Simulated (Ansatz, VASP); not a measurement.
**CdS5 in VASP and in Ansatz**

```
CELL_PARAMETERS angstrom
0.00000 4.05841 4.05841
4.05841 0.00000 4.05841
4.05841 4.05841 0.00000
ATOMIC_POSITIONS crystal
Cd 0.00000 0.00000 0.00000
S 0.25000 0.25000 0.25000
S 0.12776 0.62408 0.62408
S 0.62408 0.62408 0.62408
S 0.62408 0.62408 0.12776
S 0.62408 0.12776 0.62408
```

Change from the starting cell: species swapped into the TmCu5 type (F-43m, No. 216).

Alike in both runs: task single point; functional PBE; k mesh 4 × 4 × 4; occupations gaussian, width 0.1 eV; no spin polarisation.

```csv
,VASP,Ansatz
version,VASP 6.6.1,Ansatz 0.2.0
potentials or method,"VASP PAW PBE potentials, release 64 (Cd, S), cutoff 520 eV","scalar-relativistic, plane waves, PAW"
valence electrons in the cell,42,50
```

```csv
,VASP,Ansatz,Ansatz less VASP
gap on the k mesh at the Fermi level (eV),none,none,-
pressure (GPa),-8.0,-8.0,+0.01
rms of the force components (eV/Å),0.090,0.090,-0.0003
```

Atom by atom the forces differ by 0.000 eV/Å (rms over components). A gap of «none» marks a metal or a gap that the smearing closes. VASP's potentials hold 42 valence electrons a cell and Ansatz's 50, so a difference there can come from the potentials and not from the codes.
